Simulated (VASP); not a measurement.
Runs of VASP 6.6.1 on SiC. The structure is that of space group Cm (No. 8), or close to it. The cells are those of the table. 

```csv
cell,gap on the mesh (eV),pressure (GPa),largest force (eV/Å)
"a = 3.075, b = 3.075, c = 15.582 Å, angles 77.2, 77.2, 60.0°, 12 atoms",0.85,(c),1.51
"a = 3.075, b = 3.075, c = 15.068 Å, angles 88.5, 88.5, 60.0°, 12 atoms",(a),4.6,1.24
"a = 3.075, b = 3.075, c = 15.833 Å, angles 74.5, 74.5, 60.0°, 12 atoms",(b),4.4,1.20
"a = 3.075, b = 3.075, c = 15.702 Å, angles 75.8, 75.8, 60.0°, 12 atoms",0.66,3.6,2.06
```

Alike in all rows: task single point; level PBE; potentials or basis VASP PAW PBE potentials, release 64 (Si, C); no spin polarisation; k mesh 10 × 10 × 2; cutoff (eV) 520; smearing gaussian 0.05 eV.

Problem. Estimate the missing entries.

Solution. (a) 1.02; (b) 1.03; (c) 2.7.

Caveats: forces of over 1 eV/Å act on the atoms, so gaps and moduli don't describe the material at rest; the cell stands under pressure (at least some runs).

A k mesh can miss the band edges.
